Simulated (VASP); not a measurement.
Here is a VASP 6.6.1 calculation.

The input INCAR:

```
SYSTEM = Be2C
  PREC = Accurate
  ENCUT = 600
  EDIFF = 1E-6
  ISMEAR = -1
  SIGMA = 0.05
  LREAL = .FALSE.
  LASPH = .TRUE.
  NELM = 120
  ALGO = Normal
  ISIF = 2
  LWAVE = .FALSE.
  LCHARG = .FALSE.
  NBANDS = 11
  GGA_COMPAT = .FALSE.
```

File KPOINTS:

```
Automatic mesh
0
G
  11 11 11
  0 0 0
```

File POSCAR:

```
Be2C
1.0
    0.0000000000      2.1357396564      2.1357396564
    2.1357396564      0.0000000000      2.1357396564
    2.1357396564      2.1357396564      0.0000000000
C Be
1 2
Direct
    0.0000000000      0.0000000000      0.0000000000
    0.7500000000      0.7500000000      0.7500000000
    0.2500000000      0.2500000000      0.2500000000
```

Potentials or basis: VASP PAW LDA potentials, release 64 (C, Be).

Launch:

```console
$ cat potpaw_LDA.64/C/POTCAR potpaw_LDA.64/Be/POTCAR > POTCAR
$ mpirun -np 1 vasp_std > vasp.out
```

(1) Estimate the pressure.

(2) Estimate the band gap on the k mesh.

Answers

(1) 0.0 GPa.

(2) 1.29 eV, indirect (least direct gap 4.10 eV).
